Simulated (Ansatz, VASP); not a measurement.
MnS in VASP and in Ansatz

INCAR

```
  AGGAC = 1.0
  AGGAX = 1.0
  ALDAC = 0.0
  ALDAX = 1.0
  ALGO = Normal
  EDIFF = 1E-7
  EDIFFG = -0.01
  ENCUT = 600
  GGA = B5
  IBRION = 2
  ISIF = 3
  ISMEAR = -1
  ISPIN = 2
  IVDW = 13
  LASPH = T
  LCHARG = F
  LMAXMIX = 4
  LORBIT = 11
  LREAL = F
  LWAVE = F
  MAGMOM = 4 0
  NELM = 150
  NSW = 60
  PREC = Accurate
  SIGMA = 0.05
  VDW_A1 = 0.44488865
  VDW_A2 = 4.0933009
  VDW_S6 = 1.0
  VDW_S8 = 2.34076671
```

KPOINTS

```
k-points
0
Gamma
  9 9 9
```

The input POSCAR:

```
MnS
1.0
    0.0000000000      2.6045000000      2.6045000000
    2.6045000000      0.0000000000      2.6045000000
    2.6045000000      2.6045000000      0.0000000000
Mn S
1 1
Direct
    0.0000000000      0.0000000000      0.0000000000
    0.5000000000      0.5000000000      0.5000000000
```

input.yaml

```yaml
crystal:
  lattice:
    - [0.0, 2.6045, 2.6045]
    - [2.6045, 0.0, 2.6045]
    - [2.6045, 2.6045, 0.0]
  atoms:
    - { symbol: Mn, position: [0.0, 0.0, 0.0], spin: 4.0 }
    - { symbol: S, position: [0.5, 0.5, 0.5] }
hamiltonian:
  xc: blyp
  pseudopotentials: { kind: paw }
  dispersion: d4
magnetization:
  spin_polarized: true
kpoints:
  mp_grid: { grid: [9, 9, 9] }
scf:
  occupations: { method: fermi_dirac, width: 0.05 }
output:
  forces: true
  stress: true
  write_density: true
  write_potential: true
  elf: true
  volumetric_format: npy
relax:
  f_tol: 0.01
  max_steps: 40
  cell: { stress_tol: 0.05 }
```

Alike in both runs: task relaxation of cell and atoms; functional BLYP; dispersion D4; k mesh 9 × 9 × 9; occupations fermi-dirac, width 0.05 eV; collinear spin.

|  | VASP | Ansatz |
| --- | --- | --- |
| version | VASP 6.6.1 | Ansatz 0.2.0 |
| potentials or method | VASP PAW PBE potentials, release 64 (Mn_pv, S) | Ansatz PAW |
| plane-wave cutoff (eV) | 600 | 420 |
| valence electrons in the cell | 19 | 21 |

Ansatz gave:

```
gap on the k mesh at the Fermi level, each at its own relaxed structure (eV) : none
net moment per atom (μB)                                                     : 2.01
size of the moment on the site where the two differ most (μB)                : 3.63
relaxed volume (Å³/atom)                                                     : 15.36
relaxed cell length with the largest relative difference (Å)                 : 3.515
```

Which values does VASP return?

gap on the k mesh at the Fermi level, each at its own relaxed structure (eV): none; net moment per atom (μB): 2.01; size of the moment on the site where the two differ most (μB): 3.72; relaxed volume (Å³/atom): 15.35; relaxed cell length with the largest relative difference (Å): 3.515.

VASP's potentials were made for PBE, not for BLYP. Site moments also hang on the region over which each program counts them. A gap of «none» marks a metal or a gap that the smearing closes. VASP's potentials hold 19 valence electrons a cell and Ansatz's 21, so a difference there can come from the potentials and not from the codes.

Noted on Ansatz's run: the plane-wave basis is chosen anew once the cell has moved, so the energies of steps on either side of that aren't comparable.
